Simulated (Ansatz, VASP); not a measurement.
# One calculation of Ti2TeS, two programs

```
CELL_PARAMETERS angstrom
3.44605 0.00000 0.00000
-1.72302 2.98436 0.00000
0.00000 0.00000 6.96959
ATOMIC_POSITIONS crystal
Ti 0.00000 0.00000 0.71878
Ti 0.00000 0.00000 0.28122
Te 0.33333 0.66667 0.00000
S 0.66667 0.33333 0.50000
```

Change from the starting cell: species swapped into the Ni2SbTe type (P-6m2, No. 187).

Alike in both runs: functional PBE; k mesh 12 × 12 × 6; occupations gaussian, width 0.1 eV; no spin polarisation.

Ansatz relaxed the structure, and its values are those at the end. VASP's run is a single point on that final structure, the one shown.

|  | VASP | Ansatz |
| --- | --- | --- |
| version | VASP 6.6.1 | Ansatz 0.2.0 |
| potentials or method | VASP PAW PBE potentials, release 64 (Ti_sv, Te, S), cutoff 520 eV | scalar-relativistic, plane waves, PAW |
| valence electrons in the cell | 36 | 46 |

|  | VASP | Ansatz | Ansatz less VASP |
| --- | --- | --- | --- |
| gap on the k mesh at the Fermi level (eV) | none | none | - |
| pressure (GPa) | 0.0 | 0.0 | -0.03 |

A gap of «none» marks a metal or a gap that the smearing closes. VASP's potentials hold 36 valence electrons a cell and Ansatz's 46, so a difference there can come from the potentials and not from the codes.

Neither program's run includes spin-orbit coupling.
